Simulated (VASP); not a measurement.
Crystal: Si2Mo.

```
Mo Si
1.0
    -1.60000    1.60000    3.93050
     1.60000   -1.60000    3.93050
     1.60000    1.60000   -3.93050
Mo Si
1 2
Direct
  0.00000 0.00000 0.00000
  0.66700 0.66700 0.00000
  0.33300 0.33300 0.00000
```

Base run:

| Quantity | Value |
| --- | --- |
| Program | VASP 6.6.1 |
| Functional | LDA |
| Potentials or basis | VASP PAW LDA potentials, release 64 (Mo_sv, Si) |
| Cutoff | 520 eV |
| k mesh | 9 × 9 × 9 |
| Occupations | fermi-dirac, width 0.05 eV |
| Spin | non-collinear spin, zero start, spin-orbit coupling |
| Starting moments | [[0.0, 0.0, 0.0], [0.0, 0.0, 0.0], [0.0, 0.0, 0.0]] μB |

Its results: pressure -5.5 GPa; net moment 0.00 μB per cell; largest force 0.392 eV/Å.

Problem. The run is repeated on the same cell with these changes: functional from LDA to PBE; potentials or basis from VASP PAW LDA potentials, release 64 (Mo_sv, Si) to VASP PAW PBE potentials, release 64 (Mo_sv, Si). What comes out?

Solution. Pressure 2.4 GPa; net moment 0.00 μB per cell; largest force 0.301 eV/Å.
